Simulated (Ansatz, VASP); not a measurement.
One calculation of Ge, two programs

```xyz
3
Lattice="1.5783 0.9112 6.9938 -1.5783 0.9112 6.9938 0.0000 -1.8224 6.9938" Properties=species:S:1:pos:R:3 pbc="T T T"
Ge    0.0000    0.0000    0.0000
Ge    0.0000    0.0000    4.8670
Ge    0.0000    0.0000   16.1144
```

Alike in both runs: functional PBE; k mesh 6 × 6 × 6; occupations gaussian, width 0.1 eV; no spin polarisation.

Ansatz relaxed the structure, and its values are those at the end. VASP's run is a single point on that final structure, the one shown.

|  | VASP | Ansatz |
| --- | --- | --- |
| version | VASP 6.6.1 | Ansatz 0.2.0 |
| potentials or method | VASP PAW PBE potentials, release 64 (Ge_d), cutoff 520 eV | scalar-relativistic, plane waves, PAW |
| valence electrons in the cell | 42 | 42 |

VASP gave:

| Property | Result |
| --- | --- |
| gap on the k mesh at the Fermi level (eV) | none |
| pressure (GPa) | -0.1 |
| rms of the force components (eV/Å) | 0.006 |

Question: What did Ansatz give for the same quantities?

Answer: gap on the k mesh at the Fermi level (eV): none; pressure (GPa): -0.1; rms of the force components (eV/Å): 0.009.

A gap of «none» marks a metal or a gap that the smearing closes.

The k mesh is coarse, so the values compare programs but aren't converged.
